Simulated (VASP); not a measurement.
# Fe (Fmmm) in VASP: notebook, part 2 of 2

VASP 6.6.1.

### Step 4. Electric field gradients, PBE, collinear spin, ferromagnetic start (11.32 Å³/atom)

This run uses another cell than the first one, of 11.32 Å³/atom.

INCAR

```
  PREC = Accurate
  ENCUT = 520
  EDIFF = 1E-8
  ISMEAR = -1
  SIGMA = 0.05
  LREAL = False
  LASPH = True
  NELM = 150
  ALGO = Normal
  ISIF = 2
  LWAVE = False
  LCHARG = False
  ISPIN = 2
  MAGMOM = 3
  LORBIT = 11
  LMAXMIX = 4
  GGA = PE
  LEFG = True
  NBANDS = 14
```

KPOINTS

```
regular mesh
0
Gamma
  16 16 16
```

POSCAR

```
Fe
1.0
    0.0000000000      1.9352455294      1.9585328551
    1.4934281684      0.0000000000      1.9585328551
    1.4934281684      1.9352455294      0.0000000000
Fe
1
Direct
    0.0000000000      0.0000000000      0.0000000000
```

Potentials or basis: VASP PAW PBE potentials, release 64 (Fe).

On the command line:

```sh
cat potpaw_PBE.64/Fe/POTCAR > POTCAR
mpirun -np 1 vasp_std > vasp.out
```

OUTCAR:

```text
PREC = Accurate
   ENCUT = 520
   EDIFF = 1E-8
   ISMEAR = -1
   LREAL = False
   LASPH = True
   NELM = 150
   ISIF = 2
   ISPIN = 2
   LORBIT = 11
   GGA = PE

 ion  position               nearest neighbor table
   1  0.000  0.000  0.000-

  LATTYP: Found a face centered orthorhombic cell.
 ALAT       =     2.9868563368
 B/A-ratio  =     1.2958410524
 C/A-ratio  =     1.3114342534

  Lattice vectors:

 A1 = (   0.0000000000,   1.9352455294,   1.9585328551)
 A2 = (   1.4934281684,   0.0000000000,   1.9585328551)
 A3 = (   1.4934281684,   1.9352455294,   0.0000000000)

Analysis of symmetry for initial positions (statically):
=====================================================================
 Subroutine PRICEL returns:
 Original cell was already a primitive cell.

 Routine SETGRP: Setting up the symmetry group for a
 face centered orthorhombic supercell.

 Subroutine GETGRP returns: Found  8 space group operations
 (whereof  8 operations were pure point group operations)
 out of a pool of  8 trial point group operations.

The static configuration has the point symmetry D_2h.

Analysis of symmetry for dynamics (positions and initial velocities):
=====================================================================
 Subroutine PRICEL returns:
 Original cell was already a primitive cell.

 Routine SETGRP: Setting up the symmetry group for a
 face centered orthorhombic supercell.

 Subroutine GETGRP returns: Found  8 space group operations
 (whereof  8 operations were pure point group operations)
 out of a pool of  8 trial point group operations.

The dynamic configuration has the point symmetry D_2h.

Analysis of structural, dynamic, and magnetic symmetry:
=====================================================================
 Subroutine PRICEL returns:
 Original cell was already a primitive cell.

 Routine SETGRP: Setting up the symmetry group for a
 face centered orthorhombic supercell.

 Subroutine GETGRP returns: Found  8 space group operations
 (whereof  8 operations were pure point group operations)
 out of a pool of  8 trial point group operations.

The overall configuration has the point symmetry D_2h.

 Subroutine INISYM returns: Found  8 space group operations
 (whereof  8 operations are pure point group operations),
 and found     1 'primitive' translations

----------------------------------------------------------------------------------------

                                     Primitive cell

  volume of cell :      11.3209

  direct lattice vectors                    reciprocal lattice vectors
     0.000000000  1.935245529  1.958532855    -0.334800167  0.258365149  0.255293139
     1.493428168  0.000000000  1.958532855     0.334800167 -0.258365149  0.255293139
     1.493428168  1.935245529  0.000000000     0.334800167  0.258365149 -0.255293139

  length of vectors
     2.753366340  2.462961355  2.444484190     0.493982073  0.493982073  0.493982073

  position of ions in fractional coordinates (direct lattice)
     0.000000000  0.000000000  0.000000000

  ion indices of the primitive-cell ions
   primitive index   ion index
                 1           1

----------------------------------------------------------------------------------------

 KPOINTS: regular mesh

[... 116 lines left out ...]
 val. band max:        5.8768773957   @ k =  -0.3750   0.1250   0.3750
 cond. band min:       5.8810666774   @ k =   0.0625   0.0000   0.0625
 fundamental gap:      0.0041892817
 Fermi energy:         5.8800372678

 spin component 1

 k-point     1 :       0.0000    0.0000    0.0000
  band No.  band energies     occupation
      1      -2.5979      1.00000
      2       3.4046      1.00000
      3       3.4956      1.00000
      4       3.8247      1.00000
      5       4.5338      1.00000
      6       4.9241      1.00000
      7      29.8287      0.00000
      8      31.3146      0.00000
      9      31.5784      0.00000
     10      35.5570      0.00000
     11      36.6205      0.00000
     12      36.9573      0.00000
     13      37.4528      0.00000
     14      37.5457      0.00000
[... 379 lines left out ...]
      3       3.4610      1.00000
      4       3.9580      1.00000
      5       4.4347      1.00000
      6       4.8848      1.00000
      7      27.9717      0.00000
      8      29.6422      0.00000
      9      31.1170      0.00000
     10      34.5541      0.00000
     11      35.0714      0.00000
     12      36.8068      0.00000
     13      37.0580      0.00000
     14      39.2009      0.00000

 [... further k-points ...]

 spin component 2

 k-point     1 :       0.0000    0.0000    0.0000
  band No.  band energies     occupation
      1      -2.4194      1.00000
      2       5.2398      1.00000
      3       5.3904      0.99994
      4       5.8981      0.41077
      5       7.1715      0.00000
      6       7.7876      0.00000
      7      29.5545      0.00000
      8      31.1148      0.00000
      9      31.4164      0.00000
     10      35.9174      0.00000
     11      36.6474      0.00000
     12      38.0186      0.00000
     13      38.1028      0.00000
     14      38.1874      0.00000
[... 379 lines left out ...]
      3       5.3295      0.99998
      4       6.0199      0.05751
      5       7.0328      0.00000
      6       7.7408      0.00000
      7      28.0584      0.00000
      8      29.7775      0.00000
      9      30.9857      0.00000
     10      35.0258      0.00000
     11      35.6276      0.00000
     12      37.2780      0.00000
     13      37.4539      0.00000
     14      39.9180      0.00000

 [... further k-points ...]

------------------------ aborting loop because EDIFF is reached ----------------------------------------

  FORCE on cell =-STRESS in cart. coord.  units (eV):
  Direction    XX          YY          ZZ          XY          YZ          ZX
  --------------------------------------------------------------------------------------
  -------------------------------------------------------------------------------------
  Total       -0.2924117      0.3614308      0.2391953     -0.0000000      0.0000000      0.0000000
  in kB      -41.3831978     51.1510398     33.8518152     -0.0000000      0.0000000      0.0000000
  external PRESSURE =      14.5398857 kB  Pullay stress =       0.0000000 kB

 VOLUME and BASIS-vectors are now :
 -----------------------------------------------------------------------------
  energy-cutoff  :      520.00
  volume of cell :       11.32
      direct lattice vectors                 reciprocal lattice vectors
     0.000000000  1.935245529  1.958532855    -0.334800167  0.258365149  0.255293139
     1.493428168  0.000000000  1.958532855     0.334800167 -0.258365149  0.255293139
     1.493428168  1.935245529  0.000000000     0.334800167  0.258365149 -0.255293139

 POSITION                                       TOTAL-FORCE (eV/Angst)
 -----------------------------------------------------------------------------------
      0.00000      0.00000      0.00000        -0.000000      0.000000      0.000000
 -----------------------------------------------------------------------------------
    total drift:                                0.000000      0.000000     -0.000000

  FREE ENERGIE OF THE ION-ELECTRON SYSTEM (eV)
  ---------------------------------------------------
  free  energy   TOTEN  =        -8.2264161630 eV

  energy  without entropy=       -8.2170520190  energy(sigma->0) =       -8.22173409

 Electric field gradients (V/A^2)
---------------------------------------------------------------------
 ion       V_xx      V_yy      V_zz      V_xy      V_xz      V_yz
---------------------------------------------------------------------
   1       6.698    -2.925    -3.773     0.002     0.001     0.000
---------------------------------------------------------------------

 Electric field gradients after diagonalization (V/A^2)
 (convention: |V_zz| > |V_xx| > |V_yy|)
----------------------------------------------------------------------
 ion       V_xx      V_yy      V_zz     asymmetry (V_yy - V_xx)/ V_zz
----------------------------------------------------------------------
   1      -3.773    -2.925     6.698       0.127
----------------------------------------------------------------------

           NMR quadrupolar parameters

 Cq : quadrupolar parameter    Cq=e*Q*V_zz/h
 eta: asymmetry parameters     (V_yy - V_xx)/ V_zz
 Q  : nuclear electric quadrupole moment in mb (millibarn)
----------------------------------------------------------------------
 ion       Cq(MHz)       eta       Q (mb)
----------------------------------------------------------------------
   1       0.016       0.127       1.000
----------------------------------------------------------------------

 total charge

# of ion       s       p       d       tot
------------------------------------------
    1        0.490   0.545   6.242   7.276

 magnetization (x)

# of ion       s       p       d       tot
------------------------------------------
    1       -0.013  -0.054   2.270   2.203
```

OSZICAR:

```text
N       E                     dE             d eps       ncg     rms          rms(c)
DAV:   1     0.216839804491E+02    0.21684E+02   -0.38215E+03 38144   0.700E+02
DAV:   2    -0.819551857436E+01   -0.29879E+02   -0.27305E+02 37986   0.128E+02
DAV:   3    -0.910730908377E+01   -0.91179E+00   -0.90075E+00 42590   0.232E+01
DAV:   4    -0.911030376500E+01   -0.29947E-02   -0.29944E-02 40248   0.120E+00
DAV:   5    -0.911031774859E+01   -0.13984E-04   -0.13983E-04 42690   0.842E-02    0.116E+01
DAV:   6    -0.830443960103E+01    0.80588E+00   -0.98657E+00 44370   0.364E+01    0.531E+00
DAV:   7    -0.824000920729E+01    0.64430E-01   -0.57525E-01 42822   0.852E+00    0.322E+00
DAV:   8    -0.823315577833E+01    0.68534E-02   -0.78314E-03 41870   0.522E-01    0.142E+00
DAV:   9    -0.822633156801E+01    0.68242E-02   -0.88521E-03 46962   0.496E-01    0.324E-01
DAV:  10    -0.822634557728E+01   -0.14009E-04   -0.67309E-04 42216   0.282E-01    0.997E-02
DAV:  11    -0.822641594119E+01   -0.70364E-04   -0.28901E-04 43476   0.137E-01    0.383E-02
DAV:  12    -0.822641601841E+01   -0.77214E-07   -0.55930E-06 40086   0.280E-02    0.143E-02
DAV:  13    -0.822641714885E+01   -0.11304E-05   -0.22015E-06 42222   0.108E-02    0.897E-03
DAV:  14    -0.822641613076E+01    0.10181E-05   -0.42659E-07 42800   0.595E-03    0.205E-03
DAV:  15    -0.822641619828E+01   -0.67515E-07   -0.16838E-08 26502   0.136E-03    0.885E-04
DAV:  16    -0.822641616225E+01    0.36025E-07   -0.60857E-09 19194   0.756E-04    0.169E-04
DAV:  17    -0.822641616301E+01   -0.76204E-09   -0.86649E-10 18570   0.245E-04
   1 F= -.82264162E+01 E0= -.82217341E+01  d E =-.936414E-02  mag=     2.2078
```

It took 1.8 min on 1 thread of Intel Xeon 6975P-C (Granite Rapids), shared host; peak memory 0.26 GiB.

Results:

| Property | Result |
| --- | --- |
| Free energy | -8.2264 eV |
| Pressure | 1.5 GPa |
| Net moment | 2.21 μB per cell |
| Site moments | Fe +2.20 μB |
| Largest electric field gradient by atom | Fe +6.7 V/Å² |
| Valence electrons inside the program's atomic spheres | Fe 7.28 |

Electric field gradients, principal values (V/Å²):
| atom | least | middle | greatest (by size) |
| --- | --- | --- | --- |
| 1 Fe | -2.925 | -3.773 | 6.698 |

Caveat: without QUAD_EFG the Cq values of the log hold for a quadrupole moment of 1 mb, not for the nuclei.

### Step 5. Summary

```tsv
cell	gap on the mesh (eV)	pressure (GPa)	moment (μB)
a = 2.725, b = 2.438, c = 2.420 Å, angles 68.3, 56.2, 55.6°, 1 atom	none	7.6	2.14
a = 2.744, b = 2.455, c = 2.436 Å, angles 68.3, 56.2, 55.6°, 1 atom	none	3.4	2.19
a = 2.753, b = 2.463, c = 2.444 Å, angles 68.3, 56.2, 55.6°, 1 atom	none	1.5	2.21
```

Alike in all rows: task electric field gradients; level PBE; potentials or basis VASP PAW PBE potentials, release 64 (Fe); spin collinear, ferromagnetic start; k mesh 16 × 16 × 16; cutoff (eV) 520; smearing fermi-dirac 0.05 eV.

Caveats: the cell stands under pressure (at least some runs).

Absolute energies hang on the potentials; compare differences alone.
